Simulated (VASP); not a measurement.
Runs of VASP 6.6.1 on Mg. The structure is that of space group P6_3/mmc (No. 194), or close to it. The cells are those of the table. 

| task | cell | k mesh | cutoff (eV) | smearing | gap on the mesh (eV) | pressure (GPa) |
| --- | --- | --- | --- | --- | --- | --- |
| relaxation of cell and atoms | relaxed to 18.6 GPa from a = 2.896, b = 2.896, c = 4.714 Å, angles 90.0, 90.0, 120.0°, 2 atoms | 9 × 9 × 4 | 600 | gaussian 0.1 eV | none | 18.4 |
| single point | a = 2.896, b = 2.896, c = 4.714 Å, angles 90.0, 90.0, 120.0°, 2 atoms | 9 × 9 × 4 | 520 | gaussian 0.1 eV | none | 18.4 |
| single point | a = 3.191, b = 3.191, c = 5.130 Å, angles 90.0, 90.0, 120.0°, 2 atoms | 15 × 15 × 8 | 520 | fermi-dirac 0.15 eV | none | (a) |
| single point | a = 2.903, b = 2.903, c = 4.690 Å, angles 90.0, 90.0, 120.0°, 2 atoms | 18 × 18 × 10 | 520 | fermi-dirac 0.1 eV | none | 18.3 |
| relaxation of shape and atoms at fixed volume | relaxed from a = 3.224, b = 3.224, c = 5.157 Å, angles 90.0, 90.0, 120.0°, 2 atoms | 15 × 15 × 8 | 600 | gaussian 0.1 eV | none | -1.3 |
| relaxation of cell and atoms | relaxed from a = 3.192, b = 3.192, c = 5.107 Å, angles 90.0, 90.0, 120.0°, 2 atoms | 15 × 15 × 8 | 600 | fermi-dirac 0.15 eV | none | 0.0 |
| relaxation of cell and atoms | relaxed to 18.6 GPa from a = 3.209, b = 3.209, c = 5.210 Å, angles 90.0, 90.0, 120.0°, 2 atoms | 9 × 9 × 4 | 600 | gaussian 0.1 eV | none | 18.5 |
| relaxation of cell and atoms | relaxed to 18.6 GPa from a = 2.896, b = 2.896, c = 4.714 Å, angles 90.0, 90.0, 120.0°, 2 atoms | 18 × 18 × 10 | 600 | fermi-dirac 0.1 eV | none | 18.6 |
| relaxation of shape and atoms at fixed volume | relaxed from a = 3.255, b = 3.255, c = 5.207 Å, angles 90.0, 90.0, 120.0°, 2 atoms | 15 × 15 × 8 | 600 | gaussian 0.1 eV | none | -2.3 |

Alike in all rows: level r2SCAN; potentials or basis VASP PAW PBE potentials, release 64 (Mg); no spin polarisation.

Q: Fill in the values left out.

A: (a) -0.3.

Caveats: the PAW data sets were made with another functional, which shifts forces and pressure a little; the cell is relaxed towards a set pressure, so the run minimises the enthalpy, not the energy (at least some runs); the cell stands under pressure (at least some runs).

A gap of «none» marks levels without a gap at the run's occupations.
